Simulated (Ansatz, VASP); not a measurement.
# Two plane-wave programs on H15NO6

```
O H N
1.0
     6.22222    0.00000    0.00000
     0.00000    6.22222    0.00000
     0.00000    0.00000    6.22222
O H N
6 15 1
Direct
  0.30086 0.74873 0.72665
  0.49672 0.13847 0.67925
  0.87337 0.54798 0.48650
  0.29713 0.41988 0.40046
  0.49293 0.44099 0.01070
  0.87537 0.87024 0.80791
  0.15001 0.78971 0.75474
  0.29824 0.65182 0.60094
  0.41075 0.22844 0.57841
  0.41539 0.00136 0.69798
  0.79080 0.65723 0.39413
  0.77484 0.42827 0.50393
  0.35802 0.42173 0.25130
  0.14016 0.43930 0.39071
  0.49752 0.31539 0.91131
  0.42487 0.55288 0.92140
  0.78479 0.98432 0.74920
  0.83731 0.74375 0.71981
  0.54963 0.78950 0.17209
  0.56861 0.94924 0.38463
  0.74735 0.95963 0.18997
  0.65427 0.85712 0.27851
```

Alike in both runs: functional PBE; dispersion D3(BJ); k mesh 1 × 1 × 1; occupations fermi-dirac, width 0.02 eV; no spin polarisation.

Ansatz relaxed the structure, and its values are those at the end. VASP's run is a single point on that final structure, the one shown.

|  | VASP | Ansatz |
| --- | --- | --- |
| version | VASP 6.6.1 | Ansatz 0.2.0 |
| potentials or method | VASP PAW PBE potentials, release 64 (O, H, N), cutoff 520 eV | scalar-relativistic, plane waves, PAW |
| valence electrons in the cell | 56 | 56 |

```csv
,VASP,Ansatz,Ansatz less VASP
rms of the force components (eV/Å),0.074,0.070,-0.0036
```
